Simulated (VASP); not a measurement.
Write the native input for VASP 6.6.1 that does the following.

```yaml
Task: single point
Functional: PBE
Potentials_or_basis: VASP PAW PBE potentials, release 64 (Ta_pv, Si)
Cutoff: 520 eV
k_mesh: 14 × 14 × 14
Occupations: fermi-dirac, width 0.05 eV
Spin: no spin polarisation
Dipole_correction: no
Further_INCAR_settings: ALGO = Normal; EDIFF = 1e-07; NBANDS = 14
```

The structure of TaSi (rocksalt type) lies in POSCAR:

```
TaSi
1.0
    0.0000000000      2.3498182988      2.3498182988
    2.3498182988      0.0000000000      2.3498182988
    2.3498182988      2.3498182988      0.0000000000
Ta Si
1 1
Direct
    0.0000000000      0.0000000000      0.0000000000
    0.5000000000      0.5000000000      0.5000000000
```

The input as run:

INCAR

```
SYSTEM = TaSi
PREC = Accurate
ENCUT = 520
EDIFF = 1E-7
ISMEAR = -1
SIGMA = 0.05
LREAL = .False.
LASPH = .True.
NELM = 60
ALGO = Normal
ISIF = 2
LWAVE = .False.
LCHARG = .False.
GGA = PE
NBANDS = 14
```

KPOINTS

```
regular mesh
0
Gamma
  14 14 14
  0 0 0
```

Potentials or basis: VASP PAW PBE potentials, release 64 (Ta_pv, Si).

Run with:

```console
$ cat potpaw_PBE.64/Ta_pv/POTCAR potpaw_PBE.64/Si/POTCAR > POTCAR
$ mpirun -np 1 vasp_std > vasp.out
```

It gave:

```yaml
Pressure: 76.2 GPa
Band_gap_on_the_k_mesh: zero (an odd number of electrons rules out a gap without spin polarisation)
```

Caveat: the cell stands under pressure; spin-orbit coupling is left out, which moves the levels of the heavy elements.

Wall time 18 s on 1 thread of Intel(R) Xeon(R) 6975P-C (Granite Rapids), with other jobs on the host, peak memory 0.18 GiB.
